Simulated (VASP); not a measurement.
# KI (Fm-3m) in VASP: notebook, part 2 of 3

VASP 6.6.1.

## Step 3: Electric field gradients, PBE

This run uses another cell than the first one: it holds 8 atoms, not 2.

INCAR reads:

```
  PREC = Accurate
  ENCUT = 520
  EDIFF = 1E-8
  ISMEAR = 0
  SIGMA = 0.01
  LREAL = F
  LASPH = T
  NELM = 100
  ALGO = Normal
  ISIF = 2
  LWAVE = F
  LCHARG = F
  GGA = PE
  LEFG = T
  NBANDS = 42
```

KPOINTS reads:

```
Automatic mesh
0
Gamma
  3 3 3
```

POSCAR reads:

```
KI
1.0
    7.0848712314      0.0000000000      0.0000000000
    0.0000000000      7.0848712314      0.0000000000
    0.0000000000      0.0000000000      7.0848712314
K I
4 4
Direct
    0.0000000000      0.0000000000      0.0000000000
    0.5000000000      0.5000000000      0.0000000000
    0.5000000000      0.0000000000      0.5000000000
    0.0000000000      0.5000000000      0.5000000000
    0.5000000000      0.5000000000      0.5000000000
    0.0000000000      0.0000000000      0.5000000000
    0.0000000000      0.5000000000      0.0000000000
    0.5000000000      0.0000000000      0.0000000000
```

Potentials or basis: VASP PAW PBE potentials, release 64 (K_sv, I).

On the command line:

```bash
$ cat potpaw_PBE.64/K_sv/POTCAR potpaw_PBE.64/I/POTCAR > POTCAR
$ mpirun -np 1 vasp_std > vasp.out
```

OUTCAR:

```text
PREC = Accurate
   ENCUT = 520
   EDIFF = 1E-8
   ISMEAR = 0
   LREAL = F
   LASPH = T
   NELM = 100
   ISIF = 2
   GGA = PE

 ion  position               nearest neighbor table
   1  0.000  0.000  0.000-   6 3.54   7 3.54   8 3.54   6 3.54   7 3.54   8 3.54
   2  0.500  0.500  0.000-   5 3.54   7 3.54   8 3.54   5 3.54   8 3.54   7 3.54
   3  0.500  0.000  0.500-   5 3.54   6 3.54   8 3.54   8 3.54   5 3.54   6 3.54
   4  0.000  0.500  0.500-   5 3.54   6 3.54   7 3.54   7 3.54   6 3.54   5 3.54
   5  0.500  0.500  0.500-   2 3.54   3 3.54   4 3.54   2 3.54   3 3.54   4 3.54
   6  0.000  0.000  0.500-   1 3.54   3 3.54   4 3.54   1 3.54   4 3.54   3 3.54
   7  0.000  0.500  0.000-   1 3.54   2 3.54   4 3.54   4 3.54   1 3.54   2 3.54
   8  0.500  0.000  0.000-   1 3.54   2 3.54   3 3.54   3 3.54   2 3.54   1 3.54

  LATTYP: Found a simple cubic cell.
 ALAT       =     7.0848712314

  Lattice vectors:

 A1 = (   7.0848712314,   0.0000000000,   0.0000000000)
 A2 = (   0.0000000000,   7.0848712314,   0.0000000000)
 A3 = (   0.0000000000,   0.0000000000,   7.0848712314)

Analysis of symmetry for initial positions (statically):
=====================================================================
 Subroutine PRICEL returns following result:

  LATTYP: Found a face centered cubic cell.
 ALAT       =     7.0848712314

  Lattice vectors:

 A1 = (   3.5424356157,  -3.5424356157,   0.0000000000)
 A2 = (   3.5424356157,   0.0000000000,   3.5424356157)
 A3 = (   0.0000000000,  -3.5424356157,   3.5424356157)

   4 primitive cells build up your supercell.

 Routine SETGRP: Setting up the symmetry group for a
 simple cubic supercell.

 Subroutine GETGRP returns: Found 48 space group operations
 (whereof 48 operations were pure point group operations)
 out of a pool of 48 trial point group operations.

The static configuration has the point symmetry O_h .

Analysis of symmetry for dynamics (positions and initial velocities):
=====================================================================
 Subroutine PRICEL returns following result:

  LATTYP: Found a face centered cubic cell.
 ALAT       =     7.0848712314

  Lattice vectors:

 A1 = (   3.5424356157,  -3.5424356157,   0.0000000000)
 A2 = (   3.5424356157,   0.0000000000,   3.5424356157)
 A3 = (   0.0000000000,  -3.5424356157,   3.5424356157)

   4 primitive cells build up your supercell.

 Routine SETGRP: Setting up the symmetry group for a
 simple cubic supercell.

 Subroutine GETGRP returns: Found 48 space group operations
 (whereof 48 operations were pure point group operations)
 out of a pool of 48 trial point group operations.

The dynamic configuration has the point symmetry O_h .

 Subroutine INISYM returns: Found 48 space group operations
 (whereof 48 operations are pure point group operations),
 and found     4 'primitive' translations

----------------------------------------------------------------------------------------

                                     Primitive cell

  volume of cell :      88.9070
[... 99 lines left out ...]
 non-spin polarized calculation
 Gauss-broadening in eV      SIGMA  =   0.01
  energy-cutoff  :      520.00
  volume of cell :      355.63
 maximum number of plane-waves:      9627
 NGX is ok and might be reduce to    54

 number of electron      63.9999983 magnetization

 Free energy of the ion-electron system (eV)
  ---------------------------------------------------
  ext. energy  EPLUGINS =         0.00000000
  ---------------------------------------------------
  free energy    TOTEN  =       -22.23524976 eV

  energy without entropy =      -22.23524976  energy(sigma->0) =      -22.23524976

 E-fermi :  -0.3736     XC(G=0):  -7.1454

 val. band max:       -0.4575615774   @ k =   0.0000   0.0000   0.0000
 cond. band min:       3.4863072427   @ k =   0.0000   0.0000   0.0000
 fundamental gap:      3.9438688201
 Fermi energy:        -0.3735549415

 k-point     1 :       0.0000    0.0000    0.0000
  band No.  band energies     occupation
      1     -28.9742      2.00000
      2     -28.9716      2.00000
      3     -28.9716      2.00000
      4     -28.9716      2.00000
      5     -12.5044      2.00000
      6     -12.5044      2.00000
[... 169 lines left out ...]
     41       7.0316      0.00000
     42       7.0354      0.00000

------------------------ aborting loop because EDIFF is reached ----------------------------------------

  FORCE on cell =-STRESS in cart. coord.  units (eV):
  Direction    XX          YY          ZZ          XY          YZ          ZX
  --------------------------------------------------------------------------------------
  -------------------------------------------------------------------------------------
  Total        1.1205097      1.1205097      1.1205097     -0.0000000      0.0000000     -0.0000000
  in kB        5.0481277      5.0481277      5.0481277     -0.0000000      0.0000000     -0.0000000
  external PRESSURE =       5.0481277 kB  Pullay stress =       0.0000000 kB

 VOLUME and BASIS-vectors are now :
 -----------------------------------------------------------------------------
  energy-cutoff  :      520.00
  volume of cell :      355.63
      direct lattice vectors                 reciprocal lattice vectors
     7.084871231  0.000000000  0.000000000     0.141145826  0.000000000  0.000000000
     0.000000000  7.084871231  0.000000000     0.000000000  0.141145826  0.000000000
     0.000000000  0.000000000  7.084871231     0.000000000  0.000000000  0.141145826

 POSITION                                       TOTAL-FORCE (eV/Angst)
 -----------------------------------------------------------------------------------
      0.00000      0.00000      0.00000        -0.000000     -0.000000     -0.000000
      3.54244      3.54244      0.00000         0.000000     -0.000000      0.000000
      3.54244      0.00000      3.54244        -0.000000      0.000000      0.000000
      0.00000      3.54244      3.54244         0.000000      0.000000     -0.000000
      3.54244      3.54244      3.54244         0.000000     -0.000000     -0.000000
      0.00000      0.00000      3.54244         0.000000      0.000000     -0.000000
      0.00000      3.54244      0.00000        -0.000000     -0.000000      0.000000
      3.54244      0.00000      0.00000        -0.000000      0.000000     -0.000000
 -----------------------------------------------------------------------------------
    total drift:                                0.000000     -0.000000      0.000000

  FREE ENERGIE OF THE ION-ELECTRON SYSTEM (eV)
  ---------------------------------------------------
  free  energy   TOTEN  =       -22.2352497574 eV

  energy  without entropy=      -22.2352497574  energy(sigma->0) =      -22.23524976

 Electric field gradients (V/A^2)
---------------------------------------------------------------------
 ion       V_xx      V_yy      V_zz      V_xy      V_xz      V_yz
---------------------------------------------------------------------
   1      -0.000    -0.000     0.000     0.000     0.000     0.000
   2      -0.000    -0.000     0.000    -0.000    -0.000     0.000
   3      -0.000    -0.000     0.000     0.000     0.000     0.000
   4      -0.000    -0.000     0.000     0.000     0.000     0.000
   5       0.000     0.000    -0.000     0.000    -0.000     0.000
   6       0.000     0.000    -0.000     0.000    -0.000     0.000
   7       0.000     0.000    -0.000     0.000    -0.000     0.000
   8       0.000     0.000    -0.000     0.000    -0.000     0.000
---------------------------------------------------------------------

 Electric field gradients after diagonalization (V/A^2)
 (convention: |V_zz| > |V_xx| > |V_yy|)
----------------------------------------------------------------------
 ion       V_xx      V_yy      V_zz     asymmetry (V_yy - V_xx)/ V_zz
----------------------------------------------------------------------
   1      -0.000     0.000    -0.000      -1.573
   2      -0.000     0.000    -0.000      -1.441
   3      -0.000     0.000    -0.000      -1.633
   4      -0.000     0.000    -0.000      -1.587
   5       0.000     0.000    -0.000       0.201
   6       0.000     0.000    -0.000       0.205
   7       0.000     0.000    -0.000       0.170
   8       0.000     0.000    -0.000       0.185
----------------------------------------------------------------------

           NMR quadrupolar parameters

 Cq : quadrupolar parameter    Cq=e*Q*V_zz/h
 eta: asymmetry parameters     (V_yy - V_xx)/ V_zz
 Q  : nuclear electric quadrupole moment in mb (millibarn)
----------------------------------------------------------------------
 ion       Cq(MHz)       eta       Q (mb)
----------------------------------------------------------------------
   1      -0.000      -1.573       1.000
   2      -0.000      -1.441       1.000
   3      -0.000      -1.633       1.000
   4      -0.000      -1.587       1.000
   5      -0.000       0.201       1.000
   6      -0.000       0.205       1.000
   7      -0.000       0.170       1.000
   8      -0.000       0.185       1.000
----------------------------------------------------------------------
```

It took 97 s on 1 thread of Intel Xeon Platinum 8488C (Sapphire Rapids), shared host; peak memory 0.4 GiB.

What came out:

| Property | Result |
| --- | --- |
| Free energy | -22.2352 eV |
| Pressure | 0.5 GPa |
| Band gap on the k mesh | 3.94 eV |

Caveat: without QUAD_EFG the Cq values of the log hold for a quadrupole moment of 1 mb, not for the nuclei; spin-orbit coupling is left out, which moves the levels of the heavy elements.

## Step 4: Electric field gradients, PBE

INCAR reads:

```
  PREC = Accurate
  ENCUT = 400
  EDIFF = 1E-8
  ISMEAR = -1
  SIGMA = 0.02
  LREAL = False
  LASPH = True
  NELM = 120
  ALGO = Normal
  ISIF = 2
  LWAVE = False
  LCHARG = False
  GGA = PE
  LEFG = True
  NBANDS = 15
  GGA_COMPAT = False
```

KPOINTS reads:

```
Automatic mesh
0
Gamma
  7 7 7
```

POSCAR reads:

```
KI
1.0
    0.0000000000      3.5424356157      3.5424356157
    3.5424356157      0.0000000000      3.5424356157
    3.5424356157      3.5424356157      0.0000000000
K I
1 1
Direct
    0.0000000000      0.0000000000      0.0000000000
    0.5000000000      0.5000000000      0.5000000000
```

Potentials or basis: VASP PAW PBE potentials, release 64 (K_sv, I).

On the command line:

```bash
$ cat potpaw_PBE.64/K_sv/POTCAR potpaw_PBE.64/I/POTCAR > POTCAR
$ mpirun -np 1 vasp_std > vasp.out
```

OUTCAR:

```text
PREC = Accurate
   ENCUT = 400
   EDIFF = 1E-8
   ISMEAR = -1
   LREAL = False
   LASPH = True
   NELM = 120
   ISIF = 2
   GGA = PE

 ion  position               nearest neighbor table
   1  0.000  0.000  0.000-   2 3.54   2 3.54   2 3.54   2 3.54   2 3.54   2 3.54
   2  0.500  0.500  0.500-   1 3.54   1 3.54   1 3.54   1 3.54   1 3.54   1 3.54

  LATTYP: Found a face centered cubic cell.
 ALAT       =     7.0848712314

  Lattice vectors:

 A1 = (   0.0000000000,   3.5424356157,   3.5424356157)
 A2 = (   3.5424356157,   0.0000000000,   3.5424356157)
 A3 = (   3.5424356157,   3.5424356157,   0.0000000000)

Analysis of symmetry for initial positions (statically):
=====================================================================
 Subroutine PRICEL returns:
 Original cell was already a primitive cell.

 Routine SETGRP: Setting up the symmetry group for a
 face centered cubic supercell.

[... 541 lines left out ...]
  volume of cell :       88.91
      direct lattice vectors                 reciprocal lattice vectors
     0.000000000  3.542435616  3.542435616    -0.141145826  0.141145826  0.141145826
     3.542435616  0.000000000  3.542435616     0.141145826 -0.141145826  0.141145826
     3.542435616  3.542435616  0.000000000     0.141145826  0.141145826 -0.141145826

 POSITION                                       TOTAL-FORCE (eV/Angst)
 -----------------------------------------------------------------------------------
      0.00000      0.00000      0.00000         0.000000     -0.000000     -0.000000
      3.54244      3.54244      3.54244        -0.000000      0.000000      0.000000
 -----------------------------------------------------------------------------------
    total drift:                                0.000000      0.000000      0.000000

  FREE ENERGIE OF THE ION-ELECTRON SYSTEM (eV)
  ---------------------------------------------------
  free  energy   TOTEN  =        -5.5588502861 eV

  energy  without entropy=       -5.5588502860  energy(sigma->0) =       -5.55885029

 Electric field gradients (V/A^2)
---------------------------------------------------------------------
 ion       V_xx      V_yy      V_zz      V_xy      V_xz      V_yz
---------------------------------------------------------------------
   1       0.000     0.000     0.000    -0.000    -0.000    -0.000
   2      -0.000    -0.000     0.000    -0.000    -0.000    -0.000
---------------------------------------------------------------------

 Electric field gradients after diagonalization (V/A^2)
 (convention: |V_zz| > |V_xx| > |V_yy|)
----------------------------------------------------------------------
 ion       V_xx      V_yy      V_zz     asymmetry (V_yy - V_xx)/ V_zz
----------------------------------------------------------------------
   1       0.000     0.000    -0.001       0.000
   2       0.000     0.000    -0.000       0.000
----------------------------------------------------------------------

           NMR quadrupolar parameters

 Cq : quadrupolar parameter    Cq=e*Q*V_zz/h
 eta: asymmetry parameters     (V_yy - V_xx)/ V_zz
 Q  : nuclear electric quadrupole moment in mb (millibarn)
----------------------------------------------------------------------
 ion       Cq(MHz)       eta       Q (mb)
----------------------------------------------------------------------
   1      -0.000       0.000       1.000
   2      -0.000       0.000       1.000
----------------------------------------------------------------------
```

OSZICAR:

```text
N       E                     dE             d eps       ncg     rms          rms(c)
DAV:   1     0.731381653692E+02    0.73138E+02   -0.54962E+03   600   0.733E+02
DAV:   2    -0.106004330578E+01   -0.74198E+02   -0.70469E+02   740   0.188E+02
DAV:   3    -0.543078687460E+01   -0.43707E+01   -0.43567E+01   873   0.400E+01
DAV:   4    -0.563933903544E+01   -0.20855E+00   -0.20851E+00   915   0.790E+00
DAV:   5    -0.564115587041E+01   -0.18168E-02   -0.18168E-02   849   0.786E-01    0.303E+00
DAV:   6    -0.555718191536E+01    0.83974E-01   -0.95042E-02   768   0.176E+00    0.217E+00
DAV:   7    -0.555300336271E+01    0.41786E-02   -0.11381E-01   810   0.166E+00    0.785E-01
DAV:   8    -0.555820063313E+01   -0.51973E-02   -0.11926E-02   642   0.683E-01    0.132E-01
DAV:   9    -0.555869094410E+01   -0.49031E-03   -0.94778E-04   831   0.177E-01    0.787E-02
DAV:  10    -0.555879930306E+01   -0.10836E-03   -0.11184E-04   744   0.557E-02    0.220E-02
DAV:  11    -0.555885036570E+01   -0.51063E-04   -0.65836E-05   684   0.465E-02    0.190E-02
DAV:  12    -0.555884998055E+01    0.38515E-06   -0.25677E-06   852   0.123E-02    0.104E-02
DAV:  13    -0.555885012528E+01   -0.14473E-06   -0.72096E-07   691   0.436E-03    0.263E-03
DAV:  14    -0.555885030428E+01   -0.17900E-06   -0.23455E-07   754   0.237E-03    0.141E-03
DAV:  15    -0.555885025684E+01    0.47436E-07   -0.11260E-08   684   0.742E-04    0.861E-04
DAV:  16    -0.555885027207E+01   -0.15228E-07   -0.28058E-09   594   0.300E-04    0.236E-04
DAV:  17    -0.555885028357E+01   -0.11498E-07   -0.50490E-10   440   0.131E-04    0.343E-05
DAV:  18    -0.555885028605E+01   -0.24816E-08   -0.73032E-11   398   0.618E-05
   1 F= -.55588503E+01 E0= -.55588503E+01  d E =-.368947E-10
```

Wall time 52 s (1 thread of Intel Xeon 8259CL, shared host); peak memory 0.2 GiB.

What came out:

- Free energy: -5.5589 eV
- Pressure: 0.5 GPa
- Band gap on the k mesh: 3.94 eV, direct

Caveat: without QUAD_EFG the Cq values of the log hold for a quadrupole moment of 1 mb, not for the nuclei; spin-orbit coupling is left out, which moves the levels of the heavy elements. A k mesh can miss the band edges.

[end of part 2 of 3]
